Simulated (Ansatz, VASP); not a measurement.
# Two plane-wave programs on CsCaH3

Contents of INCAR:

```
SYSTEM = CsCaH3
  PREC = Accurate
  ENCUT = 520
  EDIFF = 1E-6
  ISMEAR = 0
  SIGMA = 0.05
  LREAL = .FALSE.
  LASPH = .TRUE.
  NELM = 100
  ALGO = Normal
  ISIF = 2
  LWAVE = .FALSE.
  LCHARG = .FALSE.
  NBANDS = 19
```

KPOINTS

```
Automatic mesh
0
G
  6 6 6
  0 0 0
```

The input POSCAR:

```
CsCaH3
1.0
    4.8291393700      0.0000000000      0.0000000000
    0.0000000000      4.6211860000      0.0000000000
    0.0000000000      0.0000000000      4.6211860000
Cs Ca H
1 1 3
Direct
    0.0000000000      0.0000000000      0.0000000000
    0.5000000000      0.5000000000      0.5000000000
    0.5000000000      0.0000000000      0.5000000000
    0.0000000000      0.5000000000      0.5000000000
    0.5000000000      0.5000000000      0.0000000000
```

Input for Ansatz:

```yaml
crystal:
  lattice:
    - [4.82913937, 0.0, 0.0]
    - [0.0, 4.621186, 0.0]
    - [0.0, 0.0, 4.621186]
  atoms:
    - { symbol: Cs, position: [0.0, 0.0, 0.0] }
    - { symbol: Ca, position: [0.5, 0.5, 0.5] }
    - { symbol: H, position: [0.5, 0.0, 0.5] }
    - { symbol: H, position: [0.0, 0.5, 0.5] }
    - { symbol: H, position: [0.5, 0.5, 0.0] }
basis:
  ecutwfc: 420
kpoints:
  mp_grid: { grid: [6, 6, 6] }
hamiltonian:
  xc: lda
scf:
  occupations: { method: gaussian, width: 0.05 }
output:
  forces: true
  stress: true
  eigenvalues: true
```

Change from the starting cell: strain +0.0450 x Voigt [1, 0, 0, 0, 0, 0], atoms carried along.

Alike in both runs: task single point; functional LDA; k mesh 6 × 6 × 6; occupations gaussian, width 0.05 eV; no spin polarisation.

```csv
,VASP,Ansatz
version,VASP 6.6.1,Ansatz 0.2.0
potentials or method,"VASP PAW LDA potentials, release 64 (Cs_sv, Ca_sv, H), cutoff 520 eV","scalar-relativistic, plane waves, PAW"
valence electrons in the cell,22,22
```

VASP gave:

* gap on the k mesh at the Fermi level (eV): 2.77
* least direct gap on the mesh (eV): 2.80
* pressure (GPa): -3.0
* traceless stress, the component that is largest in VASP (GPa): -0.89

Task: Estimate Ansatz's values.

Result: gap on the k mesh at the Fermi level (eV): 2.78; least direct gap on the mesh (eV): 2.81; pressure (GPa): -3.1; traceless stress, the component that is largest in VASP (GPa): -0.88.

LDA's correlation is that of Perdew and Zunger in VASP and of Perdew and Wang (1992) in Ansatz.

Neither program's run includes spin-orbit coupling.
